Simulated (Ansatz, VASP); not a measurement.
# Two plane-wave programs on AgPdCl3

```
Ag Pd Cl
1.0
     6.74067    0.00000    0.00000
    -3.37033    5.83759    0.00000
     0.00000    0.00000    5.75890
Ag Pd Cl
2 2 6
Direct
  0.00000 0.00000 0.50000
  0.00000 0.00000 0.00000
  0.33333 0.66667 0.75000
  0.66667 0.33333 0.25000
  0.14600 0.29200 0.25000
  0.85400 0.14600 0.75000
  0.85400 0.70800 0.75000
  0.14600 0.85400 0.25000
  0.70800 0.85400 0.25000
  0.29200 0.14600 0.75000
```

Alike in both runs: task single point; functional PBE; k mesh 3 × 3 × 4; occupations gaussian, width 0.1 eV; no spin polarisation.

|  | VASP | Ansatz |
| --- | --- | --- |
| version | VASP 6.6.1 | Ansatz 0.2.0 |
| potentials or method | VASP PAW PBE potentials, release 64 (Ag, Pd, Cl), cutoff 520 eV | scalar-relativistic, plane waves, PAW |
| valence electrons in the cell | 84 | 116 |

|  | VASP | Ansatz | Ansatz less VASP |
| --- | --- | --- | --- |
| gap on the k mesh at the Fermi level (eV) | none | none | - |
| pressure (GPa) | 22.0 | 22.4 | +0.36 |
| traceless stress, the component that is largest in VASP (GPa) | 5.13 | 5.22 | +0.084 |
| rms of the force components (eV/Å) | 2.753 | 2.781 | +0.0274 |

Atom by atom the forces differ by 0.027 eV/Å (rms over components). A gap of «none» marks a metal or a gap that the smearing closes. With one functional, cell and mesh, what is left measures potentials, basis and numerics. VASP's potentials hold 84 valence electrons a cell and Ansatz's 116, so a difference there can come from the potentials and not from the codes.
